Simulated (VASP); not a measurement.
# La8AlGa8O24 (a cell with a defect) in VASP: single point with PBEsol

Aim: the single point of La8AlGa8O24 (a cell with a defect) with PBEsol.

All numbers are computed with VASP 6.6.1; they aren't measurements. Logs are shortened: lines on timing, memory, paths and dates and some standing lists are left out, and cuts for length are marked.

## (1) The cell of the first run

The cell holds a defect, 41 atoms: a = 7.729 Å, b = 7.729 Å, c = 7.729 Å, α = 90.00°, β = 90.00°, γ = 90.00°.

## (2) Single point, PBEsol, collinear spin

INCAR reads:

```
ALGO = Normal
EDIFF = 1E-6
ENCUT = 520
GGA = PS
GGA_COMPAT = False
ISIF = 2
ISMEAR = -1
ISPIN = 2
ISYM = -1
LASPH = True
LCHARG = False
LMAXMIX = 6
LORBIT = 11
LREAL = Auto
LWAVE = False
MAGMOM = 0 0 0 0 0 0 0 0.111 0.111 0.111 0 0 0 0 0 0 0 0.111 0 0 0 0 0 0 0 0 0 0 0.111 0.111 0 0 0 0 0.111 0.111 0 0 0 0 0.111
NBANDS = 200
NELECT = 337.0
NELM = 200
PREC = Accurate
SIGMA = 0.05
```

KPOINTS reads:

```
explicit points
1
Reciprocal
  0.25000000   0.25000000   0.25000000 1
```

POSCAR reads:

```
La8AlGa8O24
1.0
    7.7293080000      0.0000000000      0.0000000000
    0.0000000000      7.7293080000      0.0000000000
    0.0000000000      0.0000000000      7.7293080000
La Ga O Al
8 8 24 1
Direct
    0.0201990000      0.9710850000      0.9997550000
    0.9773150000      0.0016850000      0.5019860000
    0.0028200000      0.4836880000      0.9992850000
    0.9840690000      0.5383460000      0.4990410000
    0.5132010000      0.9867910000      0.9997680000
    0.4897210000      0.0023270000      0.4988370000
    0.5141370000      0.5082780000      0.0007490000
    0.6022910000      0.5261070000      0.5006280000
    0.2395910000      0.2295030000      0.2275610000
    0.2410130000      0.2309290000      0.7738870000
    0.2565120000      0.7397690000      0.2563770000
    0.2568490000      0.7395460000      0.7436160000
    0.7501300000      0.2496380000      0.2464440000
    0.7508070000      0.2493150000      0.7535030000
    0.7551830000      0.7643190000      0.2418750000
    0.7548130000      0.7636270000      0.7587970000
    0.2890040000      0.2995420000      0.0010060000
    0.2039520000      0.1894900000      0.4949160000
    0.2352240000      0.6912480000      0.9991310000
    0.2574280000      0.7950260000      0.5003640000
    0.6855720000      0.2464380000      0.9988860000
    0.7987800000      0.2717290000      0.5008350000
    0.7672190000      0.7735750000      0.0004140000
    0.7546440000      0.7745910000      0.4999580000
    0.9948840000      0.2167220000      0.1938870000
    0.9962410000      0.2157260000      0.8033270000
    0.0034510000      0.7779810000      0.2631520000
    0.0030610000      0.7751860000      0.7373210000
    0.4796760000      0.2824810000      0.3185440000
    0.4766290000      0.2806380000      0.6793430000
    0.5052610000      0.7201360000      0.2390780000
    0.5056240000      0.7196020000      0.7616020000
    0.2797870000      0.9898490000      0.1997060000
    0.2796870000      0.9912190000      0.7981300000
    0.2154510000      0.4851270000      0.3076040000
    0.2141890000      0.4827720000      0.6917860000
    0.7122230000      0.0088480000      0.2658270000
    0.7112130000      0.0083110000      0.7332910000
    0.7773700000      0.5030750000      0.2300630000
    0.7775230000      0.5024590000      0.7703680000
    0.3204380000      0.3794850000      0.4995650000
```

Potentials or basis: VASP PAW PBE potentials, release 64 (La, Ga_d, O, Al).

Command:

```
> cat potpaw_PBE.64/La/POTCAR potpaw_PBE.64/Ga_d/POTCAR potpaw_PBE.64/O/POTCAR potpaw_PBE.64/Al/POTCAR > POTCAR
> mpirun -np 1 vasp_std > vasp.out
```

OUTCAR:

```text
EDIFF = 1E-6
   ENCUT = 520
   GGA = PS
   ISIF = 2
   ISMEAR = -1
   ISPIN = 2
   ISYM = -1
   LASPH = True
   LORBIT = 11
   LREAL = Auto
   NELECT = 337.0
   NELM = 200
   PREC = Accurate

 ion  position               nearest neighbor table
   1  0.020  0.971  1.000-  25 2.43  26 2.43  23 2.48  27 2.53  28 2.53  33 2.54  34 2.54  19 2.73
                             9 3.16  10 3.16  16 3.20  15 3.20  11 3.24  12 3.24
   2  0.977  0.002  0.502-  18 2.28  24 2.46  22 2.50  28 2.53  27 2.54  20 2.69  38 2.73  37 2.74
                            16 3.21  15 3.22  14 3.24  13 3.26   4 3.58
   3  0.003  0.484  0.999-  19 2.41  40 2.49  39 2.50  25 2.55  26 2.57  17 2.63  10 3.20   9 3.21
                            14 3.27  13 3.28
   4  0.984  0.538  0.499-  35 2.36  36 2.36  22 2.51  24 2.55  28 2.60  27 2.60  39 2.64  40 2.65
                            41 2.88   8 2.95  15 3.18  16 3.19  11 3.22  12 3.23   2 3.58
   5  0.513  0.987  1.000-  33 2.38  34 2.38  21 2.41  23 2.56  38 2.57  37 2.57  32 2.77  31 2.77
                            16 3.15  15 3.16
   6  0.490  0.002  0.499-  20 2.41  37 2.49  38 2.49  30 2.57  29 2.58  18 2.64  24 2.70  41 3.20
                            11 3.30
   7  0.514  0.508  0.001-  17 2.37  21 2.42  31 2.47  32 2.47  19 2.58  39 2.70  40 2.71  16 3.29
                            15 3.30
   8  0.602  0.526  0.501-  24 2.25  41 2.46  22 2.48  40 2.49  39 2.50  29 2.53  30 2.54  32 2.62
                            31 2.63   4 2.95  16 2.96  15 2.96  14 3.12  13 3.12
   9  0.240  0.230  0.228-  17 1.87  33 1.89  25 1.91  29 2.03  35 2.08  18 2.11  41 2.48   1 3.16
                             3 3.21
  10  0.241  0.231  0.774-  17 1.87  34 1.89  26 1.91  30 2.00  36 2.06  18 2.20  41 2.49   1 3.16
                             3 3.20
  11  0.257  0.740  0.256-  31 1.93  20 1.93  27 1.98  33 1.99  19 2.03  35 2.03   4 3.22   1 3.24
                             6 3.30
  12  0.257  0.740  0.744-  20 1.93  32 1.93  28 1.98  34 2.00  19 2.02  36 2.05   4 3.23   1 3.24

  13  0.750  0.250  0.246-  37 1.89  25 1.95  39 1.97  21 1.98  22 2.01  29 2.18   8 3.12   2 3.26
                             3 3.28
  14  0.751  0.249  0.754-  38 1.89  26 1.95  21 1.96  40 1.97  22 2.00  30 2.21   8 3.12   2 3.24
                             3 3.27
  15  0.755  0.764  0.242-  23 1.87  37 1.93  27 1.93  31 1.96  24 2.00  39 2.03   8 2.96   5 3.16
                             4 3.18   1 3.20   2 3.22   7 3.30
  16  0.755  0.764  0.759-  23 1.87  28 1.93  38 1.93  32 1.96  24 2.00  40 2.03   8 2.96   5 3.15
                             4 3.19   1 3.20   2 3.21   7 3.29
  17  0.289  0.300  0.001-  10 1.87   9 1.87   7 2.37   3 2.63
  18  0.204  0.189  0.495-  41 1.72   9 2.11  10 2.20   2 2.28   6 2.64
  19  0.235  0.691  0.999-  12 2.02  11 2.03   3 2.41   7 2.58   1 2.73
  20  0.257  0.795  0.500-  12 1.93  11 1.93   6 2.41   2 2.69
  21  0.686  0.246  0.999-  14 1.96  13 1.98   5 2.41   7 2.42
  22  0.799  0.272  0.501-  14 2.00  13 2.01   8 2.48   2 2.50   4 2.51
  23  0.767  0.774  0.000-  15 1.87  16 1.87   1 2.48   5 2.56
  24  0.755  0.775  0.500-  15 2.00  16 2.00   8 2.25   2 2.46   4 2.55   6 2.70
  25  0.995  0.217  0.194-   9 1.91  13 1.95   1 2.43   3 2.55
  26  0.996  0.216  0.803-  10 1.91  14 1.95   1 2.43   3 2.57
  27  0.003  0.778  0.263-  15 1.93  11 1.98   1 2.53   2 2.54   4 2.60
  28  0.003  0.775  0.737-  16 1.93  12 1.98   2 2.53   1 2.53   4 2.60
  29  0.480  0.282  0.319-  41 2.01   9 2.03  13 2.18   8 2.53   6 2.58
  30  0.477  0.281  0.679-  41 1.99  10 2.00  14 2.21   8 2.54   6 2.57
  31  0.505  0.720  0.239-  11 1.93  15 1.96   7 2.47   8 2.63   5 2.77
  32  0.506  0.720  0.762-  12 1.93  16 1.96   7 2.47   8 2.62   5 2.77
  33  0.280  0.990  0.200-   9 1.89  11 1.99   5 2.38   1 2.54
  34  0.280  0.991  0.798-  10 1.89  12 2.00   5 2.38   1 2.54
  35  0.215  0.485  0.308-  41 1.88  11 2.03   9 2.08   4 2.36
  36  0.214  0.483  0.692-  41 1.88  12 2.05  10 2.06   4 2.36
  37  0.712  0.009  0.266-  13 1.89  15 1.93   6 2.49   5 2.57   2 2.74
  38  0.711  0.008  0.733-  14 1.89  16 1.93   6 2.49   5 2.57   2 2.73
  39  0.777  0.503  0.230-  13 1.97  15 2.03   8 2.50   3 2.50   4 2.64   7 2.70
  40  0.778  0.502  0.770-  14 1.97  16 2.03   3 2.49   8 2.49   4 2.65   7 2.71
  41  0.320  0.379  0.500-  18 1.72  36 1.88  35 1.88  30 1.99  29 2.01   8 2.46   9 2.48  10 2.49
                             4 2.88   6 3.20

IMPORTANT INFORMATION: All symmetrisations will be switched off!
NOSYMM: (Re-)initialisation of all symmetry stuff for point group C_1.

----------------------------------------------------------------------------------------

                                     Primitive cell

  volume of cell :     461.7659

  direct lattice vectors                    reciprocal lattice vectors
     7.729308000  0.000000000  0.000000000     0.129377688  0.000000000  0.000000000
     0.000000000  7.729308000  0.000000000     0.000000000  0.129377688  0.000000000
     0.000000000  0.000000000  7.729308000     0.000000000  0.000000000  0.129377688

[... 119 lines left out ...]
   EDIFF  = 0.1E-05   stopping-criterion for ELM
   LREAL  =      T    real-space projection
   EDIFFG = 0.1E-04   stopping-criterion for IOM
   NSW    =      0    number of steps for IOM
   IBRION =     -1    ionic relax: 0-MD 1-quasi-New 2-CG
   NFREE  =      0    steps in history (QN), initial steepest desc. (CG)
   ISIF   =      2    stress and relaxation
   ISYM   =     -1    0-nonsym 1-usesym 2-fastsym
   POTIM  = 0.5000    time-step for ionic-motion
   TEBEG  =    0.0;   TEEND  =   0.0 temperature during run
   PSTRESS=    0.0 pullay stress
   NELECT =     337.0000    total number of electrons
   NUPDOWN=      -1.0000    fix difference up-down
   EMIN   =  10.00;   EMAX   =-10.00  energy-range for DOS
   EFERMI =   0.00;   METHOD = LEGACY
   ISMEAR =    -1;   SIGMA  =   0.05  broadening in eV -4-tet -1-fermi 0-gaus
   EFERMI_NEDOS =   21; number of points for ismear=-14 and -15
   IALGO  =     38    algorithm
   IMIX   =      4    mixing-type and parameters
     AMIX     =   0.40;   BMIX     =  1.00
     AMIX_MAG =   1.60;   BMIX_MAG =  1.00
  volume/ion in A,a.u.               =      11.26        76.00
  Fermi-wavevector in a.u.,A,eV,Ry     =   1.473932  2.785328 29.558334  2.172476
  Thomas-Fermi vector in A             =   2.588765
   LORBIT       =     11    0 simple, 1 ext, 2 COOP (PROOUT), +10 PAW based schemes
   GGA     = PS    functional components
   LHFCALC =     F    Hartree Fock is set to
   AEXX    =    0.0000 exact exchange contribution
   IVDW    =     0    specifies the selected vdW correction
   LEPSILON=     F    determine dielectric tensor
   LRPA    =     F    only Hartree local field effects (RPA)
 spin polarized calculation
  energy-cutoff  :      520.00
  volume of cell :      461.77
 maximum number of plane-waves:     12452
 NGX is ok and might be reduce to    60
   NGX = 29   NGY = 29   NGZ = 29

 number of electron     337.0000010 magnetization       0.9995112

 Free energy of the ion-electron system (eV)
  ---------------------------------------------------
  ext. energy  EPLUGINS =         0.00000000
  ---------------------------------------------------
  free energy    TOTEN  =      -323.57234963 eV

  energy without entropy =     -323.57212201  energy(sigma->0) =     -323.57223582

 E-fermi :  10.7990     XC(G=0): -12.2150

 val. band max:       10.3824759215   @ k =   0.2500   0.2500   0.2500
 cond. band min:      11.2180646836   @ k =   0.2500   0.2500   0.2500
 fundamental gap:      0.8355887620
 Fermi energy:        10.7990037723

 spin component 1

 k-point     1 :       0.2500    0.2500    0.2500
  band No.  band energies     occupation
      1     -22.7294      1.00000
      2     -22.5789      1.00000
      3     -22.5306      1.00000
      4     -22.5094      1.00000
      5     -22.4561      1.00000
      6     -22.4239      1.00000
[... 172 lines left out ...]
    179      12.2318      0.00000
    180      12.2622      0.00000
 Fermi energy:        10.7990037723

 spin component 2

 k-point     1 :       0.2500    0.2500    0.2500
  band No.  band energies     occupation
      1     -22.7198      1.00000
      2     -22.5488      1.00000
      3     -22.5087      1.00000
      4     -22.4676      1.00000
      5     -22.4490      1.00000
      6     -22.4072      1.00000
[... 172 lines left out ...]
    179      12.2487      0.00000
    180      12.2861      0.00000
 [bands above 180 left out]

------------------------ aborting loop because EDIFF is reached ----------------------------------------

  FORCE on cell =-STRESS in cart. coord.  units (eV):
  Direction    XX          YY          ZZ          XY          YZ          ZX
  --------------------------------------------------------------------------------------
  -------------------------------------------------------------------------------------
  Total       13.7442949      4.4487918     -2.8423346      8.6685542     -1.2201254     -1.3050690
  in kB       47.6882303     15.4358597     -9.8619760     30.0770618     -4.2334381     -4.5281649
  external PRESSURE =      17.7540380 kB  Pullay stress =       0.0000000 kB

 VOLUME and BASIS-vectors are now :
 -----------------------------------------------------------------------------
  energy-cutoff  :      520.00
  volume of cell :      461.77
      direct lattice vectors                 reciprocal lattice vectors
     7.729308000  0.000000000  0.000000000     0.129377688  0.000000000  0.000000000
     0.000000000  7.729308000  0.000000000     0.000000000  0.129377688  0.000000000
     0.000000000  0.000000000  7.729308000     0.000000000  0.000000000  0.129377688

 POSITION                                       TOTAL-FORCE (eV/Angst)
 -----------------------------------------------------------------------------------
      0.15612      7.50582      7.72741        -0.002851     -0.007624     -0.010728
      7.55397      0.01302      3.88000         0.011310      0.006813      0.004047
      0.02180      3.73857      7.72378         0.002586      0.005983      0.005304
      7.60617      4.16104      3.85724        -0.006397      0.011741     -0.005267
      3.96669      7.62721      7.72751         0.000412     -0.008012      0.006930
      3.78520      0.01799      3.85566        -0.001988     -0.014607     -0.009074
[... 33 lines left out ...]
      6.00971      3.88366      5.95441         0.005857     -0.005852     -0.000917
      2.47676      2.93316      3.86129         0.039372      0.070713     -0.017544
 -----------------------------------------------------------------------------------
    total drift:                                0.008031      0.001011     -0.003054

  FREE ENERGIE OF THE ION-ELECTRON SYSTEM (eV)
  ---------------------------------------------------
  free  energy   TOTEN  =      -323.5723496309 eV

  energy  without entropy=     -323.5721220064  energy(sigma->0) =     -323.57223582

 total charge

# of ion       s       p       d       f       tot
--------------------------------------------------
    1        2.030   5.692   0.611   0.233   8.566
    2        2.027   5.696   0.587   0.234   8.544
    3        2.022   5.680   0.570   0.208   8.480
    4        2.036   5.683   0.718   0.281   8.717
    5        2.030   5.690   0.612   0.235   8.566
    6        2.023   5.685   0.577   0.209   8.493
[... 33 lines left out ...]
   40        1.553   3.474   0.000   0.000   5.027
   41        0.377   0.470   0.000   0.000   0.848
--------------------------------------------------
tot         59.263 135.895  87.648   1.903 284.709

 magnetization (x)

# of ion       s       p       d       f       tot
--------------------------------------------------
    1        0.000   0.000   0.002   0.001   0.003
    2        0.000  -0.000   0.002   0.002   0.005
    3        0.001   0.000   0.008   0.007   0.016
    4        0.005   0.004   0.087   0.052   0.147
    5        0.000   0.000   0.001   0.001   0.002
    6        0.000   0.000   0.003   0.002   0.005
[... 33 lines left out ...]
   40       -0.000  -0.002   0.000   0.000  -0.002
   41        0.042   0.050   0.000   0.000   0.092
--------------------------------------------------
tot          0.078   0.106   0.426   0.099   0.710
```

Wall time 17 min (1 thread of Intel Xeon Platinum 8259CL at 2.50GHz (Skylake/Cascade Lake), shared host); peak memory 0.78 GiB.

Results:

* Free energy: -323.5723 eV
* Largest force: 0.093 eV/Å
* Net moment: 1.00 μB per cell
* Site moments: La +0.00, +0.01, +0.02, +0.15, +0.37 (each value once); Ga +0.00, -0.00 (each value once); O +0.00, -0.00, +0.01, +0.02 (each value once); Al +0.09 μB
* Valence electrons inside the program's atomic spheres: La 8.57, 8.54, 8.48, 8.72, 8.49, 8.52, 8.98 (each value once); Ga 11.80, 11.81, 11.68, 11.67, 11.69, 11.83 (each value once); O 5.06, 5.11, 5.00, 5.03, 5.02, 5.07, 5.08, 5.04, 5.01, 5.05 (each value once); Al 0.85

Forces in eV/Å, atoms in the order of the input:
```
La  -0.003 -0.008 -0.011
La   0.011  0.007  0.004
La   0.003  0.006  0.005
La  -0.006  0.012 -0.005
La   0.000 -0.008  0.007
La  -0.002 -0.015 -0.009
La  -0.005  0.010  0.003
La   0.007 -0.011 -0.006
Ga  -0.001 -0.013 -0.028
Ga  -0.011 -0.017  0.016
Ga   0.013  0.000  0.000
Ga   0.003  0.003  0.000
Ga  -0.001 -0.015 -0.002
Ga   0.002 -0.017  0.004
Ga  -0.008  0.009 -0.023
Ga  -0.001  0.013  0.022
O    0.018  0.021  0.002
O   -0.053 -0.075  0.017
O   -0.013 -0.016  0.004
O   -0.003  0.016 -0.002
O   -0.018  0.002 -0.002
O    0.013  0.018  0.000
O    0.003  0.005 -0.004
O    0.001  0.001  0.002
O    0.000 -0.007 -0.010
O   -0.005 -0.004  0.008
O    0.002  0.006  0.010
O   -0.004  0.004 -0.011
O    0.019  0.013  0.020
O    0.024  0.008 -0.005
O   -0.008 -0.020 -0.007
O    0.002 -0.015  0.007
O    0.015 -0.004 -0.012
O    0.014 -0.001  0.015
O   -0.023  0.004 -0.001
O   -0.015  0.008  0.004
O   -0.010  0.010  0.009
O   -0.011  0.010 -0.010
O    0.005 -0.007  0.004
O    0.006 -0.006 -0.001
Al   0.039  0.071 -0.018
```

Levels at points of the mesh, in eV from the Fermi level:
Spin up:
| k point | band 167 | band 168 | band 169 | band 170 | band 171 | band 172 |
| --- | --- | --- | --- | --- | --- | --- |
| (0.25, 0.25, 0.25) | -3.93 | -3.82 | -0.42 | 0.59 | 1.13 | 1.16 |
Spin down:
```tsv
k point	band 166	band 167	band 168	band 169	band 170	band 171
(0.25, 0.25, 0.25)	-3.95	-3.92	-3.81	0.42	0.61	1.16
```

Caveat: the cell carries a net charge on a neutralising background, which shifts energy and pressure; the cell is charged against a uniform background, so pressure and absolute levels hang on convention; the PAW data sets were made with another functional, which shifts forces and pressure a little; spin-orbit coupling is left out, which moves the levels of the heavy elements.
